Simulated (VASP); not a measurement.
Runs of VASP 6.6.1 on BaTiO3. The structure is that of space group Pm-3m (No. 221), or close to it. The cells are those of the table. 

| task | cell | cutoff (eV) | smearing | gap on the mesh (eV) | pressure (GPa) | largest force (eV/Å) |
| --- | --- | --- | --- | --- | --- | --- |
| single point | a = 4.051 Å, angles 89.8°, 5 atoms | 520 | gaussian 0.02 eV | 2.62 | 3.5 | 0.60 |
| relaxation of cell and atoms | relaxed from a = 4.051 Å, angles 89.8°, 5 atoms | 600 | gaussian 0.01 eV | 2.12 | 0.0 | - |
| relaxation of shape and atoms at fixed volume | relaxed from a = 4.091 Å, angles 89.8°, 5 atoms | 600 | gaussian 0.02 eV | 2.24 | -3.1 | 0.01 |
| single point | a = 3.926 Å, 5 atoms | 520 | gaussian 0.02 eV | 2.35 | (b) | 0.01 |
| single point | a = 3.882 Å, 5 atoms | 520 | gaussian 0.02 eV | 2.42 | 28.2 | 0.01 |
| relaxation of shape and atoms at fixed volume | relaxed from a = 4.078 Å, angles 89.8°, 5 atoms | 600 | gaussian 0.01 eV | (a) | -2.2 | - |

Alike in all rows: level PBE+U; potentials or basis VASP PAW PBE potentials, release 64 (Ba_sv, Ti_sv, O); no spin polarisation; Ti d U = 4.0 eV; k mesh 6 × 6 × 6.

**Question.** Estimate the missing entries.

**Answer.** (a) 2.16; (b) 19.5.

Caveats: spin-orbit coupling is left out, which moves the levels of the heavy elements.

A k mesh can miss the band edges, and the runs leave out spin-orbit coupling on Ba.
